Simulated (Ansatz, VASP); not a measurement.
**Two plane-wave programs on AlZn2**

```
Al Zn
1.0
     0.00000    3.51850    3.51850
     3.51850    0.00000    3.51850
     3.51850    3.51850    0.00000
Al Zn
2 4
Direct
  0.00000 0.00000 0.00000
  0.25000 0.25000 0.25000
  0.62500 0.62500 0.62500
  0.12500 0.62500 0.62500
  0.62500 0.62500 0.12500
  0.62500 0.12500 0.62500
```

Alike in both runs: task single point; functional PBE; k mesh 4 × 4 × 4; occupations gaussian, width 0.1 eV; no spin polarisation.

|  | VASP | Ansatz |
| --- | --- | --- |
| version | VASP 6.6.1 | Ansatz 0.2.0 |
| potentials or method | VASP PAW PBE potentials, release 64 (Al, Zn), cutoff 520 eV | scalar-relativistic, plane waves, PAW |
| valence electrons in the cell | 54 | 54 |

|  | VASP | Ansatz | Ansatz less VASP |
| --- | --- | --- | --- |
| gap on the k mesh at the Fermi level (eV) | none | none | - |
| pressure (GPa) | 9.4 | 9.3 | -0.12 |

A gap of «none» marks a metal or a gap that the smearing closes. With one functional, cell and mesh, what is left measures potentials, basis and numerics.

The k mesh is coarse, so the values compare programs but aren't converged.
